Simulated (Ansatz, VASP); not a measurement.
**One calculation of In, two programs**

```xyz
1
Lattice="-1.8264 1.8264 1.8264 1.8264 -1.8264 1.8264 1.8264 1.8264 -1.8264" Properties=species:S:1:pos:R:3 pbc="T T T"
In    0.0000    0.0000    0.0000
```

Change from the starting cell: volume scaled by 0.878, to set the pressure.

Alike in both runs: task single point; functional PBE; k mesh 15 × 15 × 15; occupations fermi-dirac, width 0.05 eV; no spin polarisation.

|  | VASP | Ansatz |
| --- | --- | --- |
| version | VASP 6.6.1 | Ansatz 0.2.0 |
| potentials or method | VASP PAW PBE potentials, release 64 (In_d) | PAW with Ansatz's default frozen-core files, scalar-relativistic |
| plane-wave cutoff (eV) | 520 | 420 |
| valence electrons in the cell | 13 | 13 |

```csv
,VASP,Ansatz,Ansatz less VASP
pressure (GPa),6.2,6.2,+0.03
```
